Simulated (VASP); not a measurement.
Input of a VASP 6.6.1 run:

The input INCAR:

```
PREC = Accurate ; ENCUT = 520
EDIFF = 1E-6 ; ISMEAR = -1
SIGMA = 0.05 ; LREAL = F
LASPH = T ; NELM = 100
ALGO = Normal ; ISIF = 2
LWAVE = F ; LCHARG = T
GGA = CA ; LELF = T
LVHAR = T ; NBANDS = 12
```

KPOINTS

```
regular mesh
0
Gamma
  18 18 18
```

Contents of POSCAR:

```
Ti
1.0
   -1.5211925029      1.5211925029      1.5211925029
    1.5211925029     -1.5211925029      1.5211925029
    1.5211925029      1.5211925029     -1.5211925029
Ti
1
Direct
    0.0000000000      0.0000000000      0.0000000000
```

Potentials or basis: VASP PAW LDA potentials, release 64 (Ti_sv).

Command:

```console
$ cat potpaw_LDA.64/Ti_sv/POTCAR > POTCAR
$ mpirun -np 1 vasp_std > vasp.out
```

(1) Estimate the pressure.

(2) What does it give for the band gap on the k mesh?

Answers

(1) 16.7 GPa.

(2) zero (band 6 reaches 11.33 eV, above the bottom of band 7 at 9.48 eV).
